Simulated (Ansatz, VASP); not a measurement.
## Two plane-wave programs on HfZrS3

```
CELL_PARAMETERS angstrom
4.87855 0.00000 0.00000
0.00000 4.87855 0.00000
0.00000 0.00000 4.87855
ATOMIC_POSITIONS crystal
Zr 0.50000 0.50000 0.50000
Hf 0.00000 0.00000 0.00000
S 0.00000 0.50000 0.50000
S 0.50000 0.50000 0.00000
S 0.50000 0.00000 0.50000
```

Alike in both runs: task single point; functional PBE; k mesh 8 × 8 × 8; occupations gaussian, width 0.1 eV; collinear spin.

```csv
,VASP,Ansatz
version,VASP 6.6.1,Ansatz 0.2.0
potentials or method,"VASP PAW PBE potentials, release 64 (Zr_sv, Hf_pv, S), cutoff 520 eV","scalar-relativistic, plane waves, PAW"
valence electrons in the cell,40,56
```

```tsv
	VASP	Ansatz	Ansatz less VASP
gap on the k mesh at the Fermi level (eV)	none	none	-
pressure (GPa)	-0.1	0.0	+0.11
net moment per atom (μB)	0.29	0.29	-0.002
size of the moment on the site where the two differ most (μB)	0.94	1.05	+0.106
```

Site moments also hang on the region over which each program counts them. A gap of «none» marks a metal or a gap that the smearing closes. With one functional, cell and mesh, what is left measures potentials, basis and numerics. VASP's potentials hold 40 valence electrons a cell and Ansatz's 56, so a difference there can come from the potentials and not from the codes. Ansatz's warnings: stability check not made.

Neither program's run includes spin-orbit coupling.
